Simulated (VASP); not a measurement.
# La2O3 in VASP: a series of runs

Aim: see how the results for La2O3 move with the level of theory and the settings. Levels: PBEsol+D4, PBEsol, LDA. Tasks: relaxation of cell and atoms, single point.

Everything below comes from runs of VASP 6.6.1. Logs are shortened: lines on timing, memory, paths and dates and some standing lists are left out, and cuts for length are marked.

## (1) The cell of the first run

It takes space group P-3m1 (No. 164, trigonal). The conventional cell has a = 3.931 Å, b = 3.931 Å, c = 6.112 Å, α = 90.00°, β = 90.00°, γ = 120.00°. La (site symmetry 3m) has 7 O at 2.36 to 2.72 Å within 3.1 Å. O (site symmetry -3m) has 6 La at 2.72 Å and 6 O at 3.14 Å within 3.6 Å. Within 3.1 Å of O (site symmetry 3m) lie 4 La at 2.36 to 2.44 Å and 3 O at 2.89 Å.

## (2) Relaxation of cell and atoms, PBEsol+D4

Input file INCAR:

```
PREC = Accurate ; ENCUT = 600
EDIFF = 1E-6 ; ISMEAR = -1
SIGMA = 0.05 ; LREAL = F
LASPH = T ; NELM = 100
ALGO = Normal ; ISIF = 3
LWAVE = F ; LCHARG = F
GGA = PS ; IVDW = 13
IBRION = 2 ; NSW = 60
EDIFFG = -0.01
```

Input file KPOINTS:

```
regular mesh
0
Gamma
  8 8 5
```

Input file POSCAR:

```
La2O3
1.0
    3.9307778780      0.0000000000      0.0000000000
   -1.9653889390      3.4041534990      0.0000000000
    0.0000000000      0.0000000000      6.1119535200
La O
2 3
Direct
    0.3333333333      0.6666666667      0.2462356800
    0.6666666667      0.3333333333      0.7537643200
    0.0000000000      0.0000000000      0.0000000000
    0.3333333333      0.6666666667      0.6458906500
    0.6666666667      0.3333333333      0.3541093500
```

Potentials or basis: VASP PAW PBE potentials, release 64 (La, O).

Run with:

```bash
> cat potpaw_PBE.64/La/POTCAR potpaw_PBE.64/O/POTCAR > POTCAR
> mpirun -np 1 vasp_std > vasp.out
```

OUTCAR:

```text
PREC = Accurate
   ENCUT = 600
   EDIFF = 1E-6
   ISMEAR = -1
   LREAL = F
   LASPH = T
   NELM = 100
   ISIF = 3
   GGA = PS
   IVDW = 13
   IBRION = 2
   NSW = 60
   EDIFFG = -0.01

 ion  position               nearest neighbor table
   1  0.333  0.667  0.246-   5 2.36   5 2.36   5 2.36   4 2.44   3 2.72   3 2.72   3 2.72
   2  0.667  0.333  0.754-   4 2.36   4 2.36   4 2.36   5 2.44   3 2.72   3 2.72   3 2.72
   3  0.000  0.000  0.000-   1 2.72   2 2.72   2 2.72   1 2.72   2 2.72   1 2.72
   4  0.333  0.667  0.646-   2 2.36   2 2.36   2 2.36   1 2.44
   5  0.667  0.333  0.354-   1 2.36   1 2.36   1 2.36   2 2.44

  LATTYP: Found a hexagonal cell.
 ALAT       =     3.9307778780
 C/A-ratio  =     1.5548966921

  Lattice vectors:

 A1 = (   3.9307778780,   0.0000000000,   0.0000000000)
 A2 = (  -1.9653889390,   3.4041534990,   0.0000000000)
 A3 = (   0.0000000000,   0.0000000000,   6.1119535200)

Analysis of symmetry for initial positions (statically):
=====================================================================
 Subroutine PRICEL returns:
 Original cell was already a primitive cell.

 Routine SETGRP: Setting up the symmetry group for a
 hexagonal supercell.

 Subroutine GETGRP returns: Found 12 space group operations
 (whereof 12 operations were pure point group operations)
 out of a pool of 24 trial point group operations.

The static configuration has the point symmetry D_3d.

Analysis of symmetry for dynamics (positions and initial velocities):
=====================================================================
 Subroutine PRICEL returns:
 Original cell was already a primitive cell.

 Routine SETGRP: Setting up the symmetry group for a
 hexagonal supercell.

 Subroutine GETGRP returns: Found 12 space group operations
 (whereof 12 operations were pure point group operations)
 out of a pool of 24 trial point group operations.

The dynamic configuration has the point symmetry D_3d.

 Subroutine INISYM returns: Found 12 space group operations
 (whereof 12 operations are pure point group operations),
 and found     1 'primitive' translations

----------------------------------------------------------------------------------------

                                     Primitive cell

  volume of cell :      81.7839

  direct lattice vectors                    reciprocal lattice vectors
     3.930777878  0.000000000  0.000000000     0.254402571  0.146879393  0.000000000
    -1.965388939  3.404153499  0.000000000     0.000000000  0.293758786  0.000000000
     0.000000000  0.000000000  6.111953520     0.000000000  0.000000000  0.163613810

  length of vectors
     3.930777878  3.930777878  6.111953520     0.293758786  0.293758786  0.163613810

  position of ions in fractional coordinates (direct lattice)
[... 85 lines left out ...]
   EDIFF  = 0.1E-05   stopping-criterion for ELM
   LREAL  =      F    real-space projection
   EDIFFG = -.1E-01   stopping-criterion for IOM
   NSW    =     60    number of steps for IOM
   IBRION =      2    ionic relax: 0-MD 1-quasi-New 2-CG
   NFREE  =      1    steps in history (QN), initial steepest desc. (CG)
   ISIF   =      3    stress and relaxation
   ISYM   =      2    0-nonsym 1-usesym 2-fastsym
   POTIM  = 0.5000    time-step for ionic-motion
   TEBEG  =    0.0;   TEEND  =   0.0 temperature during run
   PSTRESS=    0.0 pullay stress
   NELECT =      40.0000    total number of electrons
   NUPDOWN=      -1.0000    fix difference up-down
   EMIN   =  10.00;   EMAX   =-10.00  energy-range for DOS
   EFERMI =   0.00;   METHOD = LEGACY
   ISMEAR =    -1;   SIGMA  =   0.05  broadening in eV -4-tet -1-fermi 0-gaus
   EFERMI_NEDOS =   21; number of points for ismear=-14 and -15
   IALGO  =     38    algorithm
   IMIX   =      4    mixing-type and parameters
     AMIX     =   0.40;   BMIX     =  1.00
     AMIX_MAG =   1.60;   BMIX_MAG =  1.00
  volume/ion in A,a.u.               =      16.36       110.38
  Fermi-wavevector in a.u.,A,eV,Ry     =   1.289849  2.437462 22.636161  1.663711
  Thomas-Fermi vector in A             =   2.421717
   LORBIT       =      0    0 simple, 1 ext, 2 COOP (PROOUT), +10 PAW based schemes
   GGA     = PS    functional components
   LHFCALC =     F    Hartree Fock is set to
   AEXX    =    0.0000 exact exchange contribution
   IVDW    =    13    specifies the selected vdW correction
   LEPSILON=     F    determine dielectric tensor
   LRPA    =     F    only Hartree local field effects (RPA)
 conjugate gradient relaxation of ions
 non-spin polarized calculation
  energy-cutoff  :      600.00
  volume of cell :       81.78
 maximum number of plane-waves:      2749
 NGX is ok and might be reduce to    32
   NGX = 15   NGY = 15   NGZ = 25

--------------------------------------- Ionic step        1  -------------------------------------------

 number of electron      40.0000000 magnetization

 Free energy of the ion-electron system (eV)
  ---------------------------------------------------
  ext. energy  EPLUGINS =         0.00000000
  ---------------------------------------------------
  free energy    TOTEN  =       -43.69718815 eV

  energy without entropy =      -43.69718815  energy(sigma->0) =      -43.69718815

------------------------ aborting loop because EDIFF is reached ----------------------------------------

  DFT-D4 for vdW energy calculation

  Edisp (eV):   -0.76019
[... 114 lines left out ...]
  FREE ENERGIE OF THE ION-ELECTRON SYSTEM (eV)
  ---------------------------------------------------
  free  energy   TOTEN  =       -44.5031008649 eV

  energy  without entropy=      -44.5031008649  energy(sigma->0) =      -44.50310086

[... ionic steps 4 to 10 ...]

--------------------------------------- Ionic step       11  -------------------------------------------

 number of electron      40.0000002 magnetization

------------------------ aborting loop because EDIFF is reached ----------------------------------------
[... 81 lines left out ...]
--------------------------------------- Ionic step       13  -------------------------------------------

 number of electron      40.0000002 magnetization

 Free energy of the ion-electron system (eV)
  ---------------------------------------------------
  ext. energy  EPLUGINS =         0.00000000
  ---------------------------------------------------
  free energy    TOTEN  =       -43.71275735 eV

  energy without entropy =      -43.71275735  energy(sigma->0) =      -43.71275735

 E-fermi :   7.3233     XC(G=0): -10.9317

 val. band max:        6.2263616868   @ k =   0.2500   0.2500   0.4000
 cond. band min:      10.0755676232   @ k =   0.3750   0.2500   0.0000
 fundamental gap:      3.8492059365
 Fermi energy:         7.3232937302

 k-point     1 :       0.0000    0.0000    0.0000
  band No.  band energies     occupation
      1     -23.4145      2.00000
      2     -23.1028      2.00000
      3     -10.7981      2.00000
      4      -9.4466      2.00000
      5      -9.0105      2.00000
      6      -6.8797      2.00000
[... 637 lines left out ...]
     23      11.3109      0.00000
     24      11.6277      0.00000

 [... further k-points ...]

------------------------ aborting loop because EDIFF is reached ----------------------------------------

  DFT-D4 for vdW energy calculation

  Edisp (eV):   -0.79502
[... 28 lines left out ...]
  FREE ENERGIE OF THE ION-ELECTRON SYSTEM (eV)
  ---------------------------------------------------
  free  energy   TOTEN  =       -44.5077781520 eV

  energy  without entropy=      -44.5077781519  energy(sigma->0) =      -44.50777815

 reached required accuracy - stopping structural energy minimisation
```

OSZICAR:

```text
N       E                     dE             d eps       ncg     rms          rms(c)
DAV:   1     0.485015226422E+03    0.48502E+03   -0.17328E+04  1928   0.285E+03
DAV:   2     0.989022814342E+02   -0.38611E+03   -0.38046E+03  2784   0.421E+02
DAV:   3    -0.279455658802E+02   -0.12685E+03   -0.12503E+03  3560   0.231E+02
[... 119 lines left out ...]
DAV:   2    -0.437127698230E+02   -0.29390E-03   -0.31511E-03  2808   0.644E-01    0.252E-02
DAV:   3    -0.437127660893E+02    0.37337E-05   -0.13319E-04  3568   0.128E-01    0.182E-02
DAV:   4    -0.437127561615E+02    0.99278E-05   -0.63911E-05  2784   0.681E-02    0.609E-03
DAV:   5    -0.437127572523E+02   -0.10908E-05   -0.14906E-05  3408   0.387E-02    0.324E-03
DAV:   6    -0.437127573510E+02   -0.98666E-07   -0.14836E-06  1872   0.134E-02
  13 F= -.44507778E+02 E0= -.44507778E+02  d E =-.143821E-03
```

CONTCAR:

```text
La2O3
   1.00000000000000
     3.8926096675021826    0.0000000000000000    0.0000000000000000
    -1.9463048337510913    3.3710988590913660    0.0000000000000000
     0.0000000000000000   -0.0000000000000000    5.9793160787181776
  La              O
     2     3
Direct
     0.3333333332999970    0.6666666667000030    0.2442633830555059
     0.6666666667000030    0.3333333332999970    0.7557366169444941
     0.0000000000000000    0.0000000000000000    0.0000000000000000
     0.3333333332999970    0.6666666667000030    0.6468402914790240
     0.6666666667000030    0.3333333332999970    0.3531597085209762

  0.00000000E+00  0.00000000E+00  0.00000000E+00
  0.00000000E+00  0.00000000E+00  0.00000000E+00
  0.00000000E+00  0.00000000E+00  0.00000000E+00
  0.00000000E+00  0.00000000E+00  0.00000000E+00
  0.00000000E+00  0.00000000E+00  0.00000000E+00
```

Run time: 14 min. Hardware: 1 thread of AMD EPYC 7R13 (Zen 3), shared host; peak memory 0.26 GiB.

What came out:

* Free energy: -44.5078 eV
* Relaxed volume: 15.69 Å³/atom
* Relaxed cell: a = 3.893 Å, b = 3.893 Å, c = 5.979 Å, α = 90.00°, β = 90.00°, γ = 120.00°
* Space group after relaxing (to 0.05 Å): P-3m1 (No. 164)
* Energy gained by relaxing: 10.1 meV/atom
* Ionic steps: 13
* Pressure after relaxing: 0.0 GPa
* Largest force after relaxing: 0.006 eV/Å
* Band gap on the k mesh: 3.85 eV, indirect (least direct gap 3.97 eV)
* Dispersion energy per atom: -0.159 eV

Forces on the atoms (eV/Å):
```
La   0.000  0.000  0.006
La   0.000  0.000 -0.006
O    0.000  0.000  0.000
O    0.000  0.000  0.002
O    0.000  0.000 -0.002
```

Step by step:
```
step  energy change (eV)  largest force (eV/Å)  pressure (GPa)  volume (Å³)
   1              0.0000                0.1282           -4.94        81.78
   2              0.0118                0.6182            6.14        75.96
   3             -0.0457                0.2069           -0.12        78.96
   4             -0.0457                0.2138           -0.02        78.91
   5             -0.0490                0.0402            0.06        78.65
   6             -0.0492                0.0409            0.09        78.55
   7             -0.0499                0.0407           -0.11        78.61
   8             -0.0500                0.0432           -0.22        78.64
   9             -0.0500                0.0423           -0.25        78.66
  10             -0.0502                0.0491            0.20        78.40
  11             -0.0503                0.0275            0.04        78.49
  12             -0.0504                0.0146            0.03        78.48
  13             -0.0504                0.0059            0.02        78.46
```

Final structure:
```xyz
5
Lattice="3.8926 0.0000 0.0000 -1.9463 3.3711 0.0000 0.0000 0.0000 5.9793" Properties=species:S:1:pos:R:3 pbc="T T T"
La    0.0000    2.2474    1.4605
La    1.9463    1.1237    4.5188
O     0.0000    0.0000    0.0000
O     0.0000    2.2474    3.8677
O     1.9463    1.1237    2.1117
```

Caveat: the PAW data sets were made with another functional, which shifts forces and pressure a little; spin-orbit coupling is left out, which moves the levels of the heavy elements.

(Part 1 of 2 ends here.)
